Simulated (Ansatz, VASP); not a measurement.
# Sb: VASP beside Ansatz

```
Sb
1.0
     0.00000    2.29167    2.29167
     2.29167    0.00000    2.29167
     2.29167    2.29167    0.00000
Sb
1
Direct
  0.00000 0.00000 0.00000
```

Alike in both runs: task single point; functional PBEsol; k mesh 13 × 13 × 13; occupations fermi-dirac, width 0.1 eV; no spin polarisation.

|  | VASP | Ansatz |
| --- | --- | --- |
| version | VASP 6.6.1 | Ansatz 0.2.0 |
| potentials or method | VASP PAW PBE potentials, release 64 (Sb), cutoff 520 eV | plane waves (420 eV) with PAW, scalar-relativistic |
| valence electrons in the cell | 5 | 15 |

|  | VASP | Ansatz | Ansatz less VASP |
| --- | --- | --- | --- |
| pressure (GPa) | 6.8 | 6.8 | -0.06 |

VASP's potentials were made for PBE, not for PBEsol, and Ansatz warns of the same on its side. VASP's potentials hold 5 valence electrons a cell and Ansatz's 15, so a difference there can come from the potentials and not from the codes.

Spin-orbit coupling is off throughout.
